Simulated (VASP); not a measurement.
Wanted: the native input for a VASP 6.6.1 run.

* Task: single point
* Functional: PBEsol
* Dispersion: D3(BJ)
* Potentials or basis: VASP PAW PBE potentials, release 64 (Rh_pv)
* Cutoff: 520 eV
* k mesh: 10 × 10 × 3
* Occupations: fermi-dirac, width 0.1 eV
* Spin: no spin polarisation
* Dipole correction: no
* Further INCAR settings: ALGO = Normal; EDIFF = 1e-06; NBANDS = 38

The structure of Rh lies in POSCAR:

```
Rh
1.0
    2.6514338986      0.0000000000      0.0000000000
   -1.3257169493      2.2962091126      0.0000000000
    0.0000000000      0.0000000000      8.6744699424
Rh
4
Direct
    0.0000000000      0.0000000000      0.0000000000
    0.0000000000      0.0000000000      0.5000000000
    0.3333333333      0.6666666667      0.2500000000
    0.6666666667      0.3333333333      0.7500000000
```

One way to write it, as run:

INCAR

```
ALGO = Normal
EDIFF = 1E-6
ENCUT = 520
GGA = PS
ISIF = 2
ISMEAR = -1
IVDW = 12
LASPH = True
LCHARG = False
LREAL = False
LWAVE = False
NBANDS = 38
NELM = 100
PREC = Accurate
SIGMA = 0.1
```

KPOINTS

```
k-points
0
Gamma
  10 10 3
```

Potentials or basis: VASP PAW PBE potentials, release 64 (Rh_pv).

Run with:

```sh
$ cat potpaw_PBE.64/Rh_pv/POTCAR > POTCAR
$ mpirun -np 1 vasp_std > vasp.out
```

Results of the run:

- Pressure: -0.1 GPa
- Band gap on the k mesh: zero (band 30 reaches 13.44 eV, above the bottom of band 31 at 11.45 eV)
- Dispersion energy per atom: -0.634 eV

Caveat: the PAW data sets were made with another functional, which shifts forces and pressure a little; pairwise dispersion overbinds metals, which lowers pressure and volume.

It took 29 s on 1 thread of AMD EPYC 9R45 96-Core Processor (Zen 5), with other jobs on the host, peak memory 0.17 GiB.
